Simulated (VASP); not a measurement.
Al2O3: single point with r2SCAN

The system is Al2O3.

```xyz
10
Lattice="4.5364 0.0000 0.0000 0.0000 9.8010 0.0000 0.0000 0.0000 2.9954" Properties=species:S:1:pos:R:3 pbc="T T T"
Al    1.8824    3.2422    1.4977
Al    2.6540    6.5588    1.4977
Al    4.1506    1.6583    0.0000
Al    0.3858    8.1426    0.0000
O     3.3236    2.1817    1.4977
O     0.0000    0.0000    0.0000
O     3.4810    7.0822    0.0000
O     1.0554    2.7188    0.0000
O     1.2128    7.6193    1.4977
O     2.2682    4.9005    1.4977
```

This cell differs from its parent crystal: strain -0.0200 x Voigt [1, -1, 0, 0, 0, 0].

| Property | Result |
| --- | --- |
| Program | VASP 6.6.1 |
| Task | single point |
| Functional | r2SCAN |
| Potentials or basis | VASP PAW PBE potentials, release 64 (Al, O) |
| Cutoff | 520 eV |
| k mesh | 6 × 4 × 8 |
| Occupations | gaussian, width 0.05 eV |
| Spin | no spin polarisation |
| Dipole correction | no |
| Further INCAR settings | ALGO = Normal; EDIFF = 1e-07; NBANDS = 35 |

```json
{
 "Pressure": "-1.2 GPa",
 "Largest force": "0.879 eV/Å",
 "Band gap on the k mesh": "3.91 eV"
}
```

Forces in eV/Å, atoms in the order of the input:
```
Al   0.105  0.873  0.000
Al  -0.105 -0.873  0.000
Al   0.105 -0.873  0.000
Al  -0.105  0.873  0.000
O    0.051 -0.057  0.000
O    0.000  0.000  0.000
O   -0.051 -0.057  0.000
O    0.051  0.057  0.000
O   -0.051  0.057  0.000
O    0.000  0.000  0.000
```

Stress tensor (GPa, compression positive):
```
 1.89  0.00  0.00
 0.00 -6.81  0.00
 0.00  0.00  1.28
```

Levels at points of the mesh, in eV from the valence-band top:
| k point | band 21 | band 22 | band 23 | band 24 | band 25 | band 26 | band 27 | band 28 |
| --- | --- | --- | --- | --- | --- | --- | --- | --- |
| (0.00, 0.00, 0.00) | -1.35 | -0.71 | -0.05 | 0.00 | 3.91 | 5.82 | 6.66 | 6.94 |
| (0.50, 0.00, 0.00) | -1.18 | -1.18 | -0.02 | -0.02 | 6.46 | 6.46 | 7.25 | 7.25 |
| (0.00, 0.50, 0.00) | -1.00 | -1.00 | -0.03 | -0.03 | 4.63 | 4.63 | 7.20 | 7.20 |
| (0.50, 0.50, 0.00) | -1.12 | -1.12 | -0.02 | -0.02 | 6.47 | 6.47 | 6.97 | 6.97 |
| (0.00, 0.00, 0.50) | -1.64 | -1.64 | -0.79 | -0.79 | 7.50 | 7.50 | 7.96 | 7.96 |
| (0.50, 0.00, 0.50) | -1.72 | -1.72 | -0.87 | -0.87 | 7.49 | 7.49 | 8.98 | 8.98 |
| (0.00, 0.50, 0.50) | -1.71 | -1.71 | -0.72 | -0.72 | 7.33 | 7.33 | 8.39 | 8.39 |
| (0.50, 0.50, 0.50) | -1.73 | -1.73 | -0.92 | -0.92 | 7.65 | 7.65 | 8.77 | 8.77 |

It took 27 min on 1 thread of Oxide Virtual Turin-like Processor (shared host), peak memory 0.36 GiB.

Caveat: the cell differs from its parent crystal (strain -0.0200 x Voigt [1, -1, 0, 0, 0, 0]); the stress differs along the axes, from -7 to 2 GPa; the PAW data sets were made with another functional, which shifts forces and pressure a little. A k mesh can miss the band edges.
